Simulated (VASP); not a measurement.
# MnO (Fm-3m) in VASP: notebook, part 2 of 2

VASP 6.6.1.

### Step 4. Single point, B3LYP, collinear spin, ferromagnetic start

This run uses another cell than the first one, of 10.56 Å³/atom.

Contents of POSCAR:

```
MnO
1.0
    0.0000000000      2.1938512115      2.1938512115
    2.1938512115      0.0000000000      2.1938512115
    2.1938512115      2.1938512115      0.0000000000
Mn O
1 1
Direct
    0.0000000000      0.0000000000      0.0000000000
    0.5000000000      0.5000000000      0.5000000000
```

Contents of INCAR.step1:

```
  ALGO = Normal
  EDIFF = 1E-5
  ENCUT = 520
  GGA = PE
  ISIF = 2
  ISMEAR = -1
  ISPIN = 2
  LASPH = T
  LMAXMIX = 4
  LORBIT = 11
  LREAL = F
  LWAVE = T
  MAGMOM = 4 0
  NBANDS = 20
  NELM = 150
  PREC = Accurate
  SIGMA = 0.05
```

Contents of INCAR.step2:

```
  AEXX = 0.2
  AGGAC = 0.81
  AGGAX = 0.72
  ALDAC = 0.19
  ALGO = Normal
  EDIFF = 1E-6
  ENCUT = 520
  GGA = B3
  ISIF = 2
  ISMEAR = -1
  ISPIN = 2
  ISTART = 1
  LASPH = T
  LCHARG = T
  LELF = T
  LHFCALC = T
  LMAXMIX = 4
  LORBIT = 11
  LREAL = F
  LVHAR = T
  LWAVE = F
  MAGMOM = 4 0
  NBANDS = 20
  NELM = 150
  PREC = Accurate
  PRECFOCK = Normal
  SIGMA = 0.05
```

Contents of KPOINTS:

```
k-points
0
Gamma
  5 5 5
```

Potentials or basis: VASP PAW PBE potentials, release 64 (Mn_pv, O).

Command:

```bash
> cat potpaw_PBE.64/Mn_pv/POTCAR potpaw_PBE.64/O/POTCAR > POTCAR
> cp INCAR.step1 INCAR
> mpirun -np 1 vasp_std > vasp.out
> cp INCAR.step2 INCAR
> mpirun -np 1 vasp_std > vasp.out
```

OUTCAR:

```text
AEXX = 0.2
   EDIFF = 1E-6
   ENCUT = 520
   GGA = B3
   ISIF = 2
   ISMEAR = -1
   ISPIN = 2
   ISTART = 1
   LASPH = T
   LHFCALC = T
   LORBIT = 11
   LREAL = F
   NELM = 150
   PREC = Accurate
   PRECFOCK = Normal

 ion  position               nearest neighbor table
   1  0.000  0.000  0.000-   2 2.19   2 2.19   2 2.19   2 2.19   2 2.19   2 2.19
   2  0.500  0.500  0.500-   1 2.19   1 2.19   1 2.19   1 2.19   1 2.19   1 2.19

  LATTYP: Found a face centered cubic cell.
 ALAT       =     4.3877024230

  Lattice vectors:

 A1 = (   0.0000000000,   2.1938512115,   2.1938512115)
[... 663 lines left out ...]
  external PRESSURE =     137.6059229 kB  Pullay stress =       0.0000000 kB

 VOLUME and BASIS-vectors are now :
 -----------------------------------------------------------------------------
  energy-cutoff  :      520.00
  volume of cell :       21.12
      direct lattice vectors                 reciprocal lattice vectors
     0.000000000  2.193851212  2.193851212    -0.227909713  0.227909713  0.227909713
     2.193851212  0.000000000  2.193851212     0.227909713 -0.227909713  0.227909713
     2.193851212  2.193851212  0.000000000     0.227909713  0.227909713 -0.227909713

 POSITION                                       TOTAL-FORCE (eV/Angst)
 -----------------------------------------------------------------------------------
      0.00000      0.00000      0.00000         0.000000      0.000000      0.000000
      2.19385      2.19385      2.19385         0.000000      0.000000     -0.000000
 -----------------------------------------------------------------------------------
    total drift:                               -0.000000      0.000000      0.000000

  FREE ENERGIE OF THE ION-ELECTRON SYSTEM (eV)
  ---------------------------------------------------
  free  energy   TOTEN  =       -22.6578268409 eV

  energy  without entropy=      -22.6578268405  energy(sigma->0) =      -22.65782684

 total charge

# of ion       s       p       d       tot
------------------------------------------
    1        0.206   6.192   4.998  11.396
    2        1.550   3.514   0.000   5.064
--------------------------------------------------
tot          1.756   9.707   4.998  16.460

 magnetization (x)

# of ion       s       p       d       tot
------------------------------------------
    1        0.020   0.013   4.513   4.546
    2        0.029   0.221   0.000   0.250
--------------------------------------------------
tot          0.049   0.234   4.513   4.797
```

OUTCAR.step1:

```text
EDIFF = 1E-5
   ENCUT = 520
   GGA = PE
   ISIF = 2
   ISMEAR = -1
   ISPIN = 2
   LASPH = T
   LORBIT = 11
   LREAL = F
[... 689 lines left out ...]

  energy  without entropy=      -16.3663512806  energy(sigma->0) =      -16.37440605

 total charge

# of ion       s       p       d       tot
------------------------------------------
    1        0.210   6.188   5.000  11.399
    2        1.563   3.424   0.000   4.988
--------------------------------------------------
tot          1.774   9.612   5.000  16.386

 magnetization (x)

# of ion       s       p       d       tot
------------------------------------------
    1        0.035   0.026   4.155   4.216
    2        0.032   0.155   0.000   0.187
--------------------------------------------------
tot          0.067   0.181   4.155   4.404
```

OSZICAR.step1:

```text
N       E                     dE             d eps       ncg     rms          rms(c)
DAV:   1     0.172754660314E+03    0.17275E+03   -0.10267E+04   800   0.114E+03
DAV:   2    -0.100144836196E+02   -0.18277E+03   -0.17042E+03   820   0.334E+02
DAV:   3    -0.186046896685E+02   -0.85902E+01   -0.85159E+01   924   0.774E+01
DAV:   4    -0.186695195825E+02   -0.64830E-01   -0.64814E-01   904   0.683E+00
DAV:   5    -0.186700528254E+02   -0.53324E-03   -0.53324E-03   888   0.622E-01    0.142E+01
DAV:   6    -0.167189588510E+02    0.19511E+01   -0.91064E+00  1060   0.343E+01    0.126E+01
DAV:   7    -0.163881375252E+02    0.33082E+00   -0.12849E+00   944   0.166E+01    0.782E+00
DAV:   8    -0.163938415886E+02   -0.57041E-02   -0.10815E-01   856   0.251E+00    0.495E+00
DAV:   9    -0.163711347370E+02    0.22707E-01   -0.54187E-02   896   0.248E+00    0.174E+00
DAV:  10    -0.163828091723E+02   -0.11674E-01   -0.12197E-02   844   0.126E+00    0.399E-01
DAV:  11    -0.163823718785E+02    0.43729E-03   -0.26100E-03   884   0.395E-01    0.148E-01
DAV:  12    -0.163824392616E+02   -0.67383E-04   -0.24854E-04   952   0.154E-01    0.647E-02
DAV:  13    -0.163824519531E+02   -0.12691E-04   -0.32790E-05   848   0.505E-02    0.357E-02
DAV:  14    -0.163824608153E+02   -0.88623E-05   -0.17869E-05   732   0.324E-02
   1 F= -.16382461E+02 E0= -.16374406E+02  d E =-.161095E-01  mag=     4.6207
```

Wall time 11 min (1 thread of Intel Xeon 6975P-C (Granite Rapids), shared host); peak memory 0.15 GiB.

What came out:

```
Free energy                                           : -22.6578 eV
Pressure                                              : 13.8 GPa
Band gap on the k mesh                                : 2.00 eV (least direct gap 4.13 eV)
Net moment                                            : 5.00 μB per cell
Site moments                                          : Mn +4.55; O +0.25 μB
Valence electrons inside the program's atomic spheres : Mn 11.40; O 5.06
```

Levels at points of the mesh, in eV from the valence-band top:
Spin up:
```
           k point  band 8  band 9  band 10  band 11  band 12  band 13  band 14  band 15  band 16  band 17
(0.00, 0.00, 0.00)   -3.63   -3.63    -3.63    -3.35    -3.35     2.20    17.12    19.45    19.45    19.45
```
Spin down:
```
           k point  band 4  band 5  band 6  band 7  band 8  band 9  band 10  band 11
(0.00, 0.00, 0.00)  -20.78   -2.90   -2.90   -2.90    3.37    3.84     3.84     3.84
```

Caveat: the k points lie up to 0.50 Å⁻¹ apart; the PAW data sets were made with another functional, which shifts forces and pressure a little; an odd mesh through Γ misses points on the zone boundary, where band edges can lie; a cell with one magnetic atom can't hold antiferromagnetic order, which such compounds often take.

### Step 5. Overview

| level | cell | k mesh | grid for exact exchange (PRECFOCK) | share of exact exchange | gap on the mesh (eV) | pressure (GPa) | moment (μB) |
| --- | --- | --- | --- | --- | --- | --- | --- |
| r2SCAN+D4 | a = 3.207 Å, angles 60.0°, 2 atoms | 10 × 10 × 10 | - | - | none | -9.3 | 5.00 |
| PBEsol-based global hybrid with 25 % exact exchange | a = 3.145 Å, angles 60.0°, 2 atoms | 5 × 5 × 5 | Normal | 0.25 | 2.11 | -3.4 | 5.00 |
| B3LYP | a = 3.103 Å, angles 60.0°, 2 atoms | 5 × 5 × 5 | Normal | 0.2 | 2.00 | 13.8 | 5.00 |

Alike in all rows: task single point; potentials or basis VASP PAW PBE potentials, release 64 (Mn_pv, O); spin collinear, ferromagnetic start; cutoff (eV) 520; smearing fermi-dirac 0.05 eV.

Caveats: some runs use coarse meshes; the PAW data sets were made with another functional, which shifts forces and pressure a little; a cell with one magnetic atom can't hold antiferromagnetic order, which such compounds often take; an odd mesh through Γ misses points on the zone boundary, where band edges can lie (at least some runs); the cell stands under tension (at least some runs); semilocal functionals often make such compounds metallic where correlation or magnetic order opens a gap, which also shifts bond lengths (at least some runs).

Absolute energies hang on the potentials; compare differences alone.
